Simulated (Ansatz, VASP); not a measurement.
## Two plane-wave programs on W2S

```
CELL_PARAMETERS angstrom
4.45858 0.00000 0.00000
-2.22929 3.86124 0.00000
0.00000 0.00000 2.91133
ATOMIC_POSITIONS crystal
W 0.33333 0.66667 0.50000
W 0.66667 0.33333 0.50000
S 0.00000 0.00000 0.00000
```

Alike in both runs: task relaxation of cell and atoms; functional PBE; k mesh 6 × 6 × 6; occupations gaussian, width 0.1 eV; no spin polarisation.

|  | VASP | Ansatz |
| --- | --- | --- |
| version | VASP 6.6.1 | Ansatz 0.2.0 |
| potentials or method | VASP PAW PBE potentials, release 64 (W_sv, S), cutoff 600 eV | scalar-relativistic, plane waves, PAW |
| valence electrons in the cell | 34 | 34 |

|  | VASP | Ansatz | Ansatz less VASP |
| --- | --- | --- | --- |
| gap on the k mesh at the Fermi level, each at its own relaxed structure (eV) | none | none | - |
| relaxed volume (Å³/atom) | 16.65 | 16.61 | -0.040 |
| relaxed cell length with the largest relative difference (Å) | 4.495 | 4.489 | -0.0061 |

A gap of «none» marks a metal or a gap that the smearing closes.

Spin-orbit coupling is off throughout.
